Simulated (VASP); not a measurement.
Input of a VASP 6.6.1 run:

File INCAR:

```
SYSTEM = Al
ALGO     = Fast           ! electronic algorithm
EDIFF    = 1E-6           ! SCF threshold, eV
ENCUT    = 520            ! plane-wave cutoff, eV
GGA      = PS             ! functional
ISIF     = 2              ! what is computed and relaxed
ISMEAR   = 0              ! smearing method
LASPH    = .TRUE.         ! aspherical terms in the spheres
LCHARG   = .TRUE.         ! write CHGCAR
LELF     = .TRUE.         ! ELF
LREAL    = .FALSE.        ! projectors in reciprocal space
LVHAR    = .TRUE.       
LWAVE    = .FALSE.        ! write WAVECAR
NBANDS   = 8              ! bands
NELM     = 60             ! most SCF steps
PREC     = Accurate       ! precision mode
SIGMA    = 0.15           ! smearing width, eV
```

File KPOINTS:

```
k-points
0
G
  20 20 20
  0 0 0
```

Contents of POSCAR:

```
Al
1.0
   -1.5673504096      1.5673504096      1.6150869704
    1.5673504096     -1.5673504096      1.6150869704
    1.5673504096      1.5673504096     -1.6150869704
Al
1
Direct
    0.0000000000      0.0000000000      0.0000000000
```

Potentials or basis: VASP PAW PBE potentials, release 64 (Al).

Launch:

```sh
$ cat potpaw_PBE.64/Al/POTCAR > POTCAR
$ mpirun -np 1 vasp_std > vasp.out
```

Predict the pressure.

3.5 GPa.

What does it give for the band gap on the k mesh?

Zero (an odd number of electrons rules out a gap without spin polarisation).

Stress tensor (GPa, compression positive):
```
3.07 0.00 0.00
0.00 3.07 0.00
0.00 0.00 4.46
```

Caveat: the cell differs from its parent crystal (strain -0.015 along x and y, +0.015 along z); the cell stands under pressure; the PAW data sets were made with another functional, which shifts forces and pressure a little.
